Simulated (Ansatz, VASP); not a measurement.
## One calculation of AlN, two programs

```
Al N
1.0
     3.20250    0.00000    0.00000
    -1.60125    2.77345    0.00000
     0.00000    0.00000    4.34830
Al N
2 2
Direct
  0.33333 0.66667 0.75000
  0.66667 0.33333 0.25000
  0.33333 0.66667 0.25000
  0.66667 0.33333 0.75000
```

Alike in both runs: task single point; functional PBEsol; k mesh 9 × 9 × 6; occupations gaussian, width 0.05 eV; no spin polarisation.

|  | VASP | Ansatz |
| --- | --- | --- |
| version | VASP 6.6.1 | Ansatz 0.2.0 |
| potentials or method | VASP PAW PBE potentials, release 64 (Al, N), cutoff 520 eV | scalar-relativistic, plane waves, PAW |
| valence electrons in the cell | 16 | 16 |

Ansatz gave:

* gap on the k mesh at the Fermi level (eV): 3.25
* least direct gap on the mesh (eV): 3.25
* pressure (GPa): 6.9
* traceless stress, the component that is largest in VASP (GPa): -11.40

Q: Estimate VASP's values.

A: gap on the k mesh at the Fermi level (eV): 3.27; least direct gap on the mesh (eV): 3.27; pressure (GPa): 6.9; traceless stress, the component that is largest in VASP (GPa): -11.54.

VASP's potentials were made for PBE, not for PBEsol. The functional is the same, so the differences come from potentials, cutoffs and numerics.
